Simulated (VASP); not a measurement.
# Cu in VASP: notebook

Cu is run at these levels: LDA; tasks: single point.

Everything below comes from runs of VASP 6.6.1. Logs are shortened: lines on timing, memory, paths and dates and some standing lists are left out, and cuts for length are marked.

## Step 1: The cell of the first run

Symmetry: Fm-3m, No. 225, cubic system. Conventional cell: a = 3.507 Å, b = 3.507 Å, c = 3.507 Å, α = 90.00°, β = 90.00°, γ = 90.00°. Cu (site symmetry m-3m) has 12 Cu at 2.48 Å within 3.3 Å.

## Step 2: Single point, LDA (strain -0.030 along x and y, -0.030 along z)

INCAR

```
SYSTEM = Cu
ALGO     = Normal         ! electronic algorithm
EDIFF    = 1E-6           ! SCF threshold, eV
ENCUT    = 520            ! plane-wave cutoff, eV
ISIF     = 2              ! what is computed and relaxed
ISMEAR   = 0              ! smearing method
LASPH    = .TRUE.         ! aspherical terms in the spheres
LCHARG   = .FALSE.        ! write CHGCAR
LREAL    = .FALSE.        ! projectors in reciprocal space
LWAVE    = .FALSE.        ! write WAVECAR
NBANDS   = 12             ! bands
NELM     = 60             ! most SCF steps
PREC     = Accurate       ! precision mode
SIGMA    = 0.15           ! smearing width, eV
```

KPOINTS

```
k-points
0
G
  22 22 22
  0 0 0
```

POSCAR

```
Cu
1.0
    0.0000000000      1.7532750000      1.7532750000
    1.7532750000      0.0000000000      1.7532750000
    1.7532750000      1.7532750000      0.0000000000
Cu
1
Direct
    0.0000000000      0.0000000000      0.0000000000
```

Potentials or basis: VASP PAW LDA potentials, release 64 (Cu).

Started as:

```console
cat potpaw_LDA.64/Cu/POTCAR > POTCAR
mpirun -np 1 vasp_std > vasp.out
```

OUTCAR:

```text
SYSTEM = Cu
   EDIFF = 1E-6
   ENCUT = 520
   ISIF = 2
   ISMEAR = 0
   LASPH = .TRUE.
   LREAL = .FALSE.
   NELM = 60
   PREC = Accurate

 ion  position               nearest neighbor table
   1  0.000  0.000  0.000-

  LATTYP: Found a face centered cubic cell.
 ALAT       =     3.5065500000

  Lattice vectors:

 A1 = (   0.0000000000,   1.7532750000,   1.7532750000)
 A2 = (   1.7532750000,   0.0000000000,   1.7532750000)
 A3 = (   1.7532750000,   1.7532750000,   0.0000000000)

Analysis of symmetry for initial positions (statically):
=====================================================================
 Subroutine PRICEL returns:
 Original cell was already a primitive cell.

 Routine SETGRP: Setting up the symmetry group for a
 face centered cubic supercell.

 Subroutine GETGRP returns: Found 48 space group operations
 (whereof 48 operations were pure point group operations)
 out of a pool of 48 trial point group operations.

The static configuration has the point symmetry O_h .

Analysis of symmetry for dynamics (positions and initial velocities):
=====================================================================
 Subroutine PRICEL returns:
 Original cell was already a primitive cell.

 Routine SETGRP: Setting up the symmetry group for a
 face centered cubic supercell.

 Subroutine GETGRP returns: Found 48 space group operations
 (whereof 48 operations were pure point group operations)
 out of a pool of 48 trial point group operations.

The dynamic configuration has the point symmetry O_h .

 Subroutine INISYM returns: Found 48 space group operations
 (whereof 48 operations are pure point group operations),
 and found     1 'primitive' translations

----------------------------------------------------------------------------------------

                                     Primitive cell

  volume of cell :      10.7790

  direct lattice vectors                    reciprocal lattice vectors
     0.000000000  1.753275000  1.753275000    -0.285180591  0.285180591  0.285180591
     1.753275000  0.000000000  1.753275000     0.285180591 -0.285180591  0.285180591
     1.753275000  1.753275000  0.000000000     0.285180591  0.285180591 -0.285180591

  length of vectors
     2.479505284  2.479505284  2.479505284     0.493947272  0.493947272  0.493947272

  position of ions in fractional coordinates (direct lattice)
     0.000000000  0.000000000  0.000000000

  ion indices of the primitive-cell ions
   primitive index   ion index
                 1           1

----------------------------------------------------------------------------------------

 KPOINTS: k-points

Automatic generation of k-mesh.
 Grid dimensions read from file:
 generate k-points for:   22   22   22

 Generating k-lattice:

  Cartesian coordinates                     Fractional coordinates (reciprocal lattice)
    -0.012962754  0.012962754  0.012962754     0.045454545  0.000000000  0.000000000
     0.012962754 -0.012962754  0.012962754     0.000000000  0.045454545  0.000000000
     0.012962754  0.012962754 -0.012962754     0.000000000  0.000000000  0.045454545

  Length of vectors
     0.022452149  0.022452149  0.022452149

  Shift w.r.t. Gamma in fractional coordinates (k-lattice)
     0.000000000  0.000000000  0.000000000

 Subroutine IBZKPT returns following result:
 ===========================================

 Found    328 irreducible k-points:

 Following reciprocal coordinates:
            Coordinates               Weight
  0.000000  0.000000  0.000000      1.000000
  0.045455  0.000000  0.000000      8.000000
  0.090909  0.000000  0.000000      8.000000
  0.136364  0.000000  0.000000      8.000000
  0.181818  0.000000  0.000000      8.000000
  0.227273  0.000000  0.000000      8.000000
[... 16 lines left out ...]
  0.500000  0.045455  0.000000     24.000000
 -0.454545  0.045455  0.000000     24.000000
 [... further k-points ...]
   k-points           NKPTS =    328   k-points in BZ     NKDIM =    328   number of bands    NBANDS=     12
   number of dos      NEDOS =    301   number of ions     NIONS =      1
   total plane-waves  NPLWV =   5832
   dimension x,y,z NGX =    18 NGY =   18 NGZ =   18
   dimension x,y,z NGXF=    36 NGYF=   36 NGZF=   36
   ions per type =               1
   NGX,Y,Z   is equivalent  to a cutoff of  12.07, 12.07, 12.07 a.u.
   NGXF,Y,Z  is equivalent  to a cutoff of  24.14, 24.14, 24.14 a.u.
 SYSTEM =  Cu
   PREC   = accura    normal or accurate (medium, high low for compatibility)
   ISTART =      0    job   : 0-new  1-cont  2-samecut
   ICHARG =      2    charge: 1-file 2-atom 10-const
   ISPIN  =      1    spin polarized calculation?
   LNONCOLLINEAR =      F non collinear calculations
   LSORBIT =      F    spin-orbit coupling
   LASPH  =      T    aspherical Exc in radial PAW
   ENCUT  =  520.0 eV  38.22 Ry    6.18 a.u.   4.61  4.61  4.61*2*pi/ulx,y,z
   NELM   =     60;   NELMIN=  2; NELMDL= -5     # of ELM steps
   EDIFF  = 0.1E-05   stopping-criterion for ELM
   LREAL  =      F    real-space projection
   EDIFFG = 0.1E-04   stopping-criterion for IOM
   NSW    =      0    number of steps for IOM
   IBRION =     -1    ionic relax: 0-MD 1-quasi-New 2-CG
   NFREE  =      0    steps in history (QN), initial steepest desc. (CG)
   ISIF   =      2    stress and relaxation
   ISYM   =      2    0-nonsym 1-usesym 2-fastsym
   POTIM  = 0.5000    time-step for ionic-motion
   TEBEG  =    0.0;   TEEND  =   0.0 temperature during run
   PSTRESS=    0.0 pullay stress
   NELECT =      11.0000    total number of electrons
   NUPDOWN=      -1.0000    fix difference up-down
   EMIN   =  10.00;   EMAX   =-10.00  energy-range for DOS
   EFERMI =   0.00;   METHOD = LEGACY
   ISMEAR =     0;   SIGMA  =   0.15  broadening in eV -4-tet -1-fermi 0-gaus
   EFERMI_NEDOS =   21; number of points for ismear=-14 and -15
   IALGO  =     38    algorithm
   IMIX   =      4    mixing-type and parameters
     AMIX     =   0.40;   BMIX     =  1.00
     AMIX_MAG =   1.60;   BMIX_MAG =  1.00
  volume/ion in A,a.u.               =      10.78        72.74
  Fermi-wavevector in a.u.,A,eV,Ry     =   1.648209  3.114664 36.961503  2.716594
  Thomas-Fermi vector in A             =   2.737537
   LORBIT       =      0    0 simple, 1 ext, 2 COOP (PROOUT), +10 PAW based schemes
   GGA     = CA    functional components
   LHFCALC =     F    Hartree Fock is set to
   AEXX    =    0.0000 exact exchange contribution
   IVDW    =     0    specifies the selected vdW correction
   LEPSILON=     F    determine dielectric tensor
   LRPA    =     F    only Hartree local field effects (RPA)
 non-spin polarized calculation
 Gauss-broadening in eV      SIGMA  =   0.15
  energy-cutoff  :      520.00
  volume of cell :       10.78
 maximum number of plane-waves:       303
   NGX =  9   NGY =  9   NGZ =  9

 number of electron      10.9999993 magnetization

 Free energy of the ion-electron system (eV)
  ---------------------------------------------------
  ext. energy  EPLUGINS =         0.00000000
  ---------------------------------------------------
  free energy    TOTEN  =        -4.70872405 eV

  energy without entropy =       -4.70610126  energy(sigma->0) =       -4.70741266

 E-fermi :   8.5509     XC(G=0): -13.6452

 val. band max:        8.5127417784   @ k =   0.4545   0.2727   0.0000
 cond. band min:       8.5587240862   @ k =   0.5000   0.3182   0.1364
 fundamental gap:      0.0459823078
 Fermi energy:         8.5509373171

 k-point     1 :       0.0000    0.0000    0.0000
  band No.  band energies     occupation
      1      -1.5247      2.00000
      2       5.1727      2.00000
      3       5.1727      2.00000
      4       5.1727      2.00000
      5       6.1375      2.00000
      6       6.1375      2.00000
      7      31.9402      0.00000
      8      35.1442      0.00000
      9      35.1442      0.00000
     10      35.1442      0.00000
     11      37.7773      0.00000
     12      37.7773      0.00000

 k-point     2 :       0.0455    0.0000    0.0000
  band No.  band energies     occupation
      1      -1.4442      2.00000
      2       5.1537      2.00000
      3       5.1894      2.00000
      4       5.1894      2.00000
      5       6.1306      2.00000
      6       6.1306      2.00000
      7      31.6064      0.00000
      8      33.9497      0.00000
      9      34.8869      0.00000
     10      34.8869      0.00000
     11      38.1412      0.00000
     12      38.1412      0.00000

 k-point     3 :       0.0909    0.0000    0.0000
  band No.  band energies     occupation
      1      -1.2045      2.00000
      2       5.1006      2.00000
      3       5.2351      2.00000
      4       5.2351      2.00000
      5       6.1140      2.00000
      6       6.1140      2.00000
      7      30.0725      0.00000
      8      33.0047      0.00000
      9      34.3577      0.00000
     10      34.3577      0.00000
     11      38.9629      0.00000
     12      38.9629      0.00000
[... 286 lines left out ...]
 k-point    23 :       0.5000    0.0455    0.0000
  band No.  band energies     occupation
      1       2.9211      2.00000
      2       5.1080      2.00000
      3       5.1675      2.00000
      4       6.4035      2.00000
      5       6.7934      2.00000
      6       7.6926      2.00000
      7      12.8341      0.00000
      8      29.8771      0.00000
      9      31.2154      0.00000
     10      31.3370      0.00000
     11      35.7387      0.00000
     12      35.9012      0.00000

 k-point    24 :      -0.4545    0.0455    0.0000
  band No.  band energies     occupation
      1       2.9081      2.00000
      2       5.1155      2.00000
      3       5.1680      2.00000
      4       6.3841      2.00000
      5       6.7577      2.00000
      6       7.5972      2.00000
      7      13.0297      0.00000
      8      29.7121      0.00000
      9      31.2315      0.00000
     10      31.6681      0.00000
     11      35.3948      0.00000
     12      36.1588      0.00000

 [... further k-points ...]
[... 5 lines left out ...]
  --------------------------------------------------------------------------------------
  -------------------------------------------------------------------------------------
  Total        0.1911699      0.1911699      0.1911699     -0.0000000     -0.0000000      0.0000000
  in kB       28.4151455     28.4151455     28.4151455     -0.0000000     -0.0000000      0.0000000
  external PRESSURE =      28.4151455 kB  Pullay stress =       0.0000000 kB

 VOLUME and BASIS-vectors are now :
 -----------------------------------------------------------------------------
  energy-cutoff  :      520.00
  volume of cell :       10.78
      direct lattice vectors                 reciprocal lattice vectors
     0.000000000  1.753275000  1.753275000    -0.285180591  0.285180591  0.285180591
     1.753275000  0.000000000  1.753275000     0.285180591 -0.285180591  0.285180591
     1.753275000  1.753275000  0.000000000     0.285180591  0.285180591 -0.285180591

 POSITION                                       TOTAL-FORCE (eV/Angst)
 -----------------------------------------------------------------------------------
      0.00000      0.00000      0.00000        -0.000000     -0.000000     -0.000000
 -----------------------------------------------------------------------------------
    total drift:                                0.000000     -0.000000     -0.000000

  FREE ENERGIE OF THE ION-ELECTRON SYSTEM (eV)
  ---------------------------------------------------
  free  energy   TOTEN  =        -4.7087240531 eV

  energy  without entropy=       -4.7061012574  energy(sigma->0) =       -4.70741266
```

Run time: 28 s. Hardware: 1 thread of Intel Xeon Platinum 8488C (Sapphire Rapids), shared host; peak memory 0.14 GiB.

Results:

```
Free energy : -4.7087 eV
Pressure    : 2.8 GPa
```

Levels at points of the mesh, in eV from the Fermi level:
```csv
k point,band 4,band 5,band 6,band 7,band 8,band 9
"(0.00, 0.00, 0.00)",-3.38,-2.41,-2.41,23.39,26.59,26.59
"(0.50, 0.00, 0.00)",-1.76,-1.76,-1.26,4.20,21.86,23.36
"(0.50, 0.50, 0.00)",-1.60,-1.60,1.41,7.77,13.72,13.72
```

Caveat: the cell differs from its parent crystal (strain -0.030 along x and y, -0.030 along z).

[end of part 1 of 2]
